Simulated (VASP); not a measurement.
# NaSrYWO6 in VASP: notebook

NaSrYWO6 is run at these levels: PBE; tasks: single point.

Everything below comes from runs of VASP 6.6.1. Logs are shortened: lines on timing, memory, paths and dates and some standing lists are left out, and cuts for length are marked.

## Step 1: The cell of the first run

The structure is cubic, space group F-43m (No. 216). The conventional cell has a = 8.344 Å, b = 8.344 Å, c = 8.344 Å, α = 90.00°, β = 90.00°, γ = 90.00°. Na (site symmetry -43m) has 12 O at 2.95 Å and 4 Y at 3.61 Å and 4 W at 3.61 Å within 3.9 Å. Within 3.9 Å of Sr (site symmetry -43m) lie 12 O at 2.95 Å and 4 Y at 3.61 Å and 4 W at 3.61 Å. Within 2.9 Å of Y (site symmetry -43m) lie 6 O at 2.23 Å. Within 2.6 Å of W (site symmetry -43m) lie 6 O at 1.95 Å. Within 2.6 Å of O (site symmetry 2mm) lie 1 W at 1.95 Å and 1 Y at 2.23 Å.

## Step 2: Single point, PBE

INCAR reads:

```
  PREC = Accurate
  ENCUT = 520
  EDIFF = 1E-7
  ISMEAR = 0
  SIGMA = 0.02
  LREAL = F
  LASPH = T
  NELM = 100
  ALGO = Normal
  ISIF = 2
  LWAVE = F
  LCHARG = F
  GGA = PE
  NBANDS = 50
```

KPOINTS reads:

```
regular mesh
0
Gamma
  6 6 6
```

POSCAR reads:

```
NaSrYWO6
1.0
    0.0000000000      4.1720183400      4.1720183400
    4.1720183400      0.0000000000      4.1720183400
    4.1720183400      4.1720183400      0.0000000000
Na Sr Y W O
1 1 1 1 6
Direct
    0.2500000000      0.2500000000      0.2500000000
    0.7500000000      0.7500000000      0.7500000000
    0.5000000000      0.5000000000      0.5000000000
    0.0000000000      0.0000000000      0.0000000000
    0.7666654300      0.2333345700      0.2333345700
    0.2333345700      0.7666654300      0.7666654300
    0.7666654300      0.7666654300      0.2333345700
    0.2333345700      0.2333345700      0.7666654300
    0.2333345700      0.7666654300      0.2333345700
    0.7666654300      0.2333345700      0.7666654300
```

Potentials or basis: VASP PAW PBE potentials, release 64 (Na_pv, Sr_sv, Y_sv, W_sv, O).

The run is started by

```console
$ cat potpaw_PBE.64/Na_pv/POTCAR potpaw_PBE.64/Sr_sv/POTCAR potpaw_PBE.64/Y_sv/POTCAR potpaw_PBE.64/W_sv/POTCAR potpaw_PBE.64/O/POTCAR > POTCAR
$ mpirun -np 1 vasp_std > vasp.out
```

OUTCAR:

```text
PREC = Accurate
   ENCUT = 520
   EDIFF = 1E-7
   ISMEAR = 0
   LREAL = F
   LASPH = T
   NELM = 100
   ISIF = 2
   GGA = PE

 ion  position               nearest neighbor table
   1  0.250  0.250  0.250-
   2  0.750  0.750  0.750-   6 2.95   7 2.95  10 2.95   5 2.95   7 2.95   9 2.95   5 2.95   8 2.95
                            10 2.95   6 2.95   8 2.95   9 2.95   3 3.61   3 3.61   4 3.61   3 3.61
   3  0.500  0.500  0.500-   5 2.23   6 2.23   7 2.23   8 2.23   9 2.23  10 2.23   2 3.61   2 3.61
                             2 3.61   2 3.61
   4  0.000  0.000  0.000-   5 1.95   6 1.95   7 1.95   8 1.95   9 1.95  10 1.95   2 3.61   2 3.61
                             2 3.61   2 3.61
   5  0.767  0.233  0.233-   4 1.95   3 2.23   2 2.95   2 2.95
   6  0.233  0.767  0.767-   4 1.95   3 2.23   2 2.95   2 2.95
   7  0.767  0.767  0.233-   4 1.95   3 2.23   2 2.95   2 2.95
   8  0.233  0.233  0.767-   4 1.95   3 2.23   2 2.95   2 2.95
   9  0.233  0.767  0.233-   4 1.95   3 2.23   2 2.95   2 2.95
  10  0.767  0.233  0.767-   4 1.95   3 2.23   2 2.95   2 2.95

  LATTYP: Found a face centered cubic cell.
 ALAT       =     8.3440366800

  Lattice vectors:

 A1 = (   0.0000000000,   4.1720183400,   4.1720183400)
 A2 = (   4.1720183400,   0.0000000000,   4.1720183400)
 A3 = (   4.1720183400,   4.1720183400,   0.0000000000)

Analysis of symmetry for initial positions (statically):
=====================================================================
 Subroutine PRICEL returns:
 Original cell was already a primitive cell.

 Routine SETGRP: Setting up the symmetry group for a
 face centered cubic supercell.

 Subroutine GETGRP returns: Found 24 space group operations
 (whereof 24 operations were pure point group operations)
 out of a pool of 48 trial point group operations.

The static configuration has the point symmetry T_d .

Analysis of symmetry for dynamics (positions and initial velocities):
=====================================================================
 Subroutine PRICEL returns:
 Original cell was already a primitive cell.

 Routine SETGRP: Setting up the symmetry group for a
 face centered cubic supercell.

 Subroutine GETGRP returns: Found 24 space group operations
 (whereof 24 operations were pure point group operations)
 out of a pool of 48 trial point group operations.

The dynamic configuration has the point symmetry T_d .

 Subroutine INISYM returns: Found 24 space group operations
 (whereof 24 operations are pure point group operations),
 and found     1 'primitive' translations

----------------------------------------------------------------------------------------

                                     Primitive cell

  volume of cell :     145.2341

  direct lattice vectors                    reciprocal lattice vectors
     0.000000000  4.172018340  4.172018340    -0.119846070  0.119846070  0.119846070
     4.172018340  0.000000000  4.172018340     0.119846070 -0.119846070  0.119846070
     4.172018340  4.172018340  0.000000000     0.119846070  0.119846070 -0.119846070

  length of vectors
     5.900124919  5.900124919  5.900124919     0.207579481  0.207579481  0.207579481

  position of ions in fractional coordinates (direct lattice)
     0.250000000  0.250000000  0.250000000
     0.750000000  0.750000000  0.750000000
     0.500000000  0.500000000  0.500000000
     0.000000000  0.000000000  0.000000000
     0.766665430  0.233334570  0.233334570
     0.233334570  0.766665430  0.766665430
     0.766665430  0.766665430  0.233334570
     0.233334570  0.233334570  0.766665430
     0.233334570  0.766665430  0.233334570
     0.766665430  0.233334570  0.766665430

  ion indices of the primitive-cell ions
   primitive index   ion index
                 1           1
                 2           2
                 3           3
                 4           4
                 5           5
                 6           6
                 7           7
                 8           8
                 9           9
                10          10

----------------------------------------------------------------------------------------

 KPOINTS: regular mesh

Automatic generation of k-mesh.
 Grid dimensions read from file:
 generate k-points for:    6    6    6

 Generating k-lattice:

  Cartesian coordinates                     Fractional coordinates (reciprocal lattice)
    -0.019974345  0.019974345  0.019974345     0.166666667  0.000000000  0.000000000
     0.019974345 -0.019974345  0.019974345     0.000000000  0.166666667  0.000000000
     0.019974345  0.019974345 -0.019974345     0.000000000  0.000000000  0.166666667

  Length of vectors
     0.034596580  0.034596580  0.034596580

  Shift w.r.t. Gamma in fractional coordinates (k-lattice)
     0.000000000  0.000000000  0.000000000

 Subroutine IBZKPT returns following result:
 ===========================================

 Found     16 irreducible k-points:

 Following reciprocal coordinates:
            Coordinates               Weight
  0.000000  0.000000  0.000000      1.000000
  0.166667  0.000000  0.000000      8.000000
  0.333333  0.000000  0.000000      8.000000
  0.500000  0.000000  0.000000      4.000000
  0.166667  0.166667  0.000000      6.000000
  0.333333  0.166667  0.000000     24.000000
[... 8 lines left out ...]
 -0.333333  0.333333  0.166667     24.000000
 -0.333333  0.500000  0.166667     12.000000
   k-points           NKPTS =     16   k-points in BZ     NKDIM =     16   number of bands    NBANDS=     50
   number of dos      NEDOS =    301   number of ions     NIONS =     10
   total plane-waves  NPLWV = 110592
   dimension x,y,z NGX =    48 NGY =   48 NGZ =   48
   dimension x,y,z NGXF=    96 NGYF=   96 NGZF=   96
   ions per type =               1   1   1   1   6
   NGX,Y,Z   is equivalent  to a cutoff of  13.52, 13.52, 13.52 a.u.
   NGXF,Y,Z  is equivalent  to a cutoff of  27.05, 27.05, 27.05 a.u.
 SYSTEM =  unknown system
   PREC   = accura    normal or accurate (medium, high low for compatibility)
   ISTART =      0    job   : 0-new  1-cont  2-samecut
   ICHARG =      2    charge: 1-file 2-atom 10-const
   ISPIN  =      1    spin polarized calculation?
   LNONCOLLINEAR =      F non collinear calculations
   LSORBIT =      F    spin-orbit coupling
   LASPH  =      T    aspherical Exc in radial PAW
   ENCUT  =  520.0 eV  38.22 Ry    6.18 a.u.  10.97 10.97 10.97*2*pi/ulx,y,z
   NELM   =    100;   NELMIN=  2; NELMDL= -5     # of ELM steps
   EDIFF  = 0.1E-06   stopping-criterion for ELM
   LREAL  =      F    real-space projection
   EDIFFG = 0.1E-05   stopping-criterion for IOM
   NSW    =      0    number of steps for IOM
   IBRION =     -1    ionic relax: 0-MD 1-quasi-New 2-CG
   NFREE  =      0    steps in history (QN), initial steepest desc. (CG)
   ISIF   =      2    stress and relaxation
   ISYM   =      2    0-nonsym 1-usesym 2-fastsym
   POTIM  = 0.5000    time-step for ionic-motion
   TEBEG  =    0.0;   TEEND  =   0.0 temperature during run
   PSTRESS=    0.0 pullay stress
   NELECT =      78.0000    total number of electrons
   NUPDOWN=      -1.0000    fix difference up-down
   EMIN   =  10.00;   EMAX   =-10.00  energy-range for DOS
   EFERMI =   0.00;   METHOD = LEGACY
   ISMEAR =     0;   SIGMA  =   0.02  broadening in eV -4-tet -1-fermi 0-gaus
   EFERMI_NEDOS =   21; number of points for ismear=-14 and -15
   IALGO  =     38    algorithm
   IMIX   =      4    mixing-type and parameters
     AMIX     =   0.40;   BMIX     =  1.00
     AMIX_MAG =   1.60;   BMIX_MAG =  1.00
  volume/ion in A,a.u.               =      14.52        98.01
  Fermi-wavevector in a.u.,A,eV,Ry     =   1.330710  2.514678 24.093056  1.770790
  Thomas-Fermi vector in A             =   2.459776
   LORBIT       =      0    0 simple, 1 ext, 2 COOP (PROOUT), +10 PAW based schemes
   GGA     = PE    functional components
   LHFCALC =     F    Hartree Fock is set to
   AEXX    =    0.0000 exact exchange contribution
   IVDW    =     0    specifies the selected vdW correction
   LEPSILON=     F    determine dielectric tensor
   LRPA    =     F    only Hartree local field effects (RPA)
 non-spin polarized calculation
 Gauss-broadening in eV      SIGMA  =   0.02
  energy-cutoff  :      520.00
  volume of cell :      145.23
 maximum number of plane-waves:      3944
 NGX is ok and might be reduce to    48
   NGX = 21   NGY = 21   NGZ = 21

 number of electron      77.9999993 magnetization

 Free energy of the ion-electron system (eV)
  ---------------------------------------------------
  ext. energy  EPLUGINS =         0.00000000
  ---------------------------------------------------
  free energy    TOTEN  =       -78.88680905 eV

  energy without entropy =      -78.88680905  energy(sigma->0) =      -78.88680905

 E-fermi :   2.2398     XC(G=0): -10.0217

 val. band max:        2.0565100174   @ k =   0.0000   0.0000   0.0000
 cond. band min:       4.4885316662   @ k =   0.5000   0.5000   0.0000
 fundamental gap:      2.4320216488
 Fermi energy:         2.2398236512

 k-point     1 :       0.0000    0.0000    0.0000
  band No.  band energies     occupation
      1     -72.5678      2.00000
      2     -37.5637      2.00000
      3     -36.7111      2.00000
      4     -36.7111      2.00000
      5     -36.7111      2.00000
      6     -31.7463      2.00000
[... 42 lines left out ...]
     49       9.2584      0.00000
     50       9.2873      0.00000

 k-point     2 :       0.1667    0.0000    0.0000
  band No.  band energies     occupation
      1     -72.5678      2.00000
      2     -37.5638      2.00000
      3     -36.7111      2.00000
      4     -36.7111      2.00000
      5     -36.7111      2.00000
      6     -31.7462      2.00000
[... 734 lines left out ...]
 k-point    16 :      -0.3333    0.5000    0.1667
  band No.  band energies     occupation
      1     -72.5678      2.00000
      2     -37.5636      2.00000
      3     -36.7113      2.00000
      4     -36.7112      2.00000
      5     -36.7111      2.00000
      6     -31.7459      2.00000
[... 42 lines left out ...]
     49       9.4533      0.00000
     50       9.9475      0.00000

------------------------ aborting loop because EDIFF is reached ----------------------------------------

  FORCE on cell =-STRESS in cart. coord.  units (eV):
  Direction    XX          YY          ZZ          XY          YZ          ZX
  --------------------------------------------------------------------------------------
  -------------------------------------------------------------------------------------
  Total       -2.3530913     -2.3530913     -2.3530913      0.0000000      0.0000000      0.0000000
  in kB      -25.9585682    -25.9585682    -25.9585682      0.0000000      0.0000000      0.0000000
  external PRESSURE =     -25.9585682 kB  Pullay stress =       0.0000000 kB

 VOLUME and BASIS-vectors are now :
 -----------------------------------------------------------------------------
  energy-cutoff  :      520.00
  volume of cell :      145.23
      direct lattice vectors                 reciprocal lattice vectors
     0.000000000  4.172018340  4.172018340    -0.119846070  0.119846070  0.119846070
     4.172018340  0.000000000  4.172018340     0.119846070 -0.119846070  0.119846070
     4.172018340  4.172018340  0.000000000     0.119846070  0.119846070 -0.119846070

 POSITION                                       TOTAL-FORCE (eV/Angst)
 -----------------------------------------------------------------------------------
      2.08601      2.08601      2.08601         0.000000     -0.000000     -0.000000
      6.25803      6.25803      6.25803         0.000000      0.000000     -0.000000
      4.17202      4.17202      4.17202         0.000000     -0.000000     -0.000000
      0.00000      0.00000      0.00000         0.000000      0.000000      0.000000
      1.94695      4.17202      4.17202        -0.298754      0.000000      0.000000
      6.39708      4.17202      4.17202         0.298754      0.000000      0.000000
      4.17202      4.17202      6.39708         0.000000      0.000000      0.298754
      4.17202      4.17202      1.94695         0.000000      0.000000     -0.298754
      4.17202      1.94695      4.17202         0.000000     -0.298754      0.000000
      4.17202      6.39708      4.17202         0.000000      0.298754      0.000000
 -----------------------------------------------------------------------------------
    total drift:                                0.000000      0.000000      0.000000

  FREE ENERGIE OF THE ION-ELECTRON SYSTEM (eV)
  ---------------------------------------------------
  free  energy   TOTEN  =       -78.8868090494 eV

  energy  without entropy=      -78.8868090494  energy(sigma->0) =      -78.88680905
```

It took 7.2 min on 1 thread of Intel Xeon 8259CL, shared host; peak memory 0.42 GiB.

What came out:

```yaml
Free_energy: -78.8868 eV
Pressure: -2.6 GPa
Largest_force: 0.299 eV/Å
Band_gap_on_the_k_mesh: 2.43 eV (least direct gap 2.45 eV)
```

Forces in eV/Å, atoms in the order of the input:
```
Na   0.000  0.000  0.000
Sr   0.000  0.000  0.000
Y    0.000  0.000  0.000
W    0.000  0.000  0.000
O   -0.299  0.000  0.000
O    0.299  0.000  0.000
O    0.000  0.000  0.299
O    0.000  0.000 -0.299
O    0.000 -0.299  0.000
O    0.000  0.299  0.000
```

Caveat: spin-orbit coupling is left out, which moves the levels of the heavy elements. A k mesh can miss the band edges.

## Step 3: Single point, PBE (one atom moved)

INCAR reads:

```
PREC     = Accurate       # precision mode
ENCUT    = 520            # plane-wave cutoff, eV
EDIFF    = 1E-6           # SCF threshold, eV
ISMEAR   = 0              # smearing method
SIGMA    = 0.02           # smearing width, eV
LREAL    = F              # projectors in reciprocal space
LASPH    = T              # aspherical terms in the spheres
NELM     = 80             # most SCF steps
ALGO     = Normal         # electronic algorithm
ISIF     = 2              # what is computed and relaxed
LWAVE    = F              # write WAVECAR
LCHARG   = T              # write CHGCAR
GGA      = PE             # functional
LELF     = T              # ELF
LVHAR    = T            
NBANDS   = 50             # bands
```

KPOINTS is that of step 2.

POSCAR, as its differences from that of step 2:

```diff
@@ -10,3 +10,3 @@
     0.7500000000      0.7500000000      0.7500000000
-    0.5000000000      0.5000000000      0.5000000000
+    0.4946069269      0.5053930731      0.5053930731
     0.0000000000      0.0000000000      0.0000000000
```

Potentials or basis: VASP PAW PBE potentials, release 64 (Na_pv, Sr_sv, Y_sv, W_sv, O).

The run is started by

```console
$ cat potpaw_PBE.64/Na_pv/POTCAR potpaw_PBE.64/Sr_sv/POTCAR potpaw_PBE.64/Y_sv/POTCAR potpaw_PBE.64/W_sv/POTCAR potpaw_PBE.64/O/POTCAR > POTCAR
$ mpirun -np 1 vasp_std > vasp.out
```

It took 13 min on 1 thread of AMD EPYC 7R13, shared host; peak memory 0.54 GiB.

Results (log left out):

```
Free energy            : -78.8721 eV
Pressure               : -2.6 GPa
Largest force          : 0.655 eV/Å
Band gap on the k mesh : 2.42 eV (least direct gap 2.44 eV)
```

Forces in eV/Å, atoms in the order of the input:
```
Na   0.029  0.000  0.000
Sr   0.063  0.000  0.000
Y   -0.655  0.000  0.000
W    0.535  0.000  0.000
O   -0.278  0.000  0.000
O    0.380  0.000  0.000
O   -0.018  0.001  0.297
O   -0.018 -0.001 -0.297
O   -0.018 -0.297 -0.001
O   -0.018  0.297  0.001
```

Stress tensor (GPa, compression positive):
```
-2.44  0.00  0.00
 0.00 -2.61  0.18
 0.00  0.18 -2.61
```

Levels at points of the mesh, in eV from the valence-band top:
```tsv
k point	band 35	band 36	band 37	band 38	band 39	band 40	band 41	band 42	band 43	band 44
(0.00, 0.00, 0.00)	-0.62	-0.62	-0.03	-0.02	0.00	2.44	2.44	2.45	4.17	5.99
(0.50, 0.00, 0.00)	-1.05	-0.75	-0.51	-0.48	-0.34	3.17	3.41	3.41	6.03	6.08
(0.00, 0.50, 0.00)	-1.01	-0.79	-0.56	-0.53	-0.30	3.17	3.40	3.40	6.03	6.03
(0.50, 0.50, 0.00)	-1.29	-1.21	-0.74	-0.73	-0.04	2.42	3.85	3.85	6.34	6.35
(0.00, 0.50, 0.50)	-1.26	-1.21	-0.73	-0.72	-0.05	2.42	3.85	3.85	6.31	6.38
```

Caveat: the cell differs from its parent crystal (one atom moved); spin-orbit coupling is left out, which moves the levels of the heavy elements.
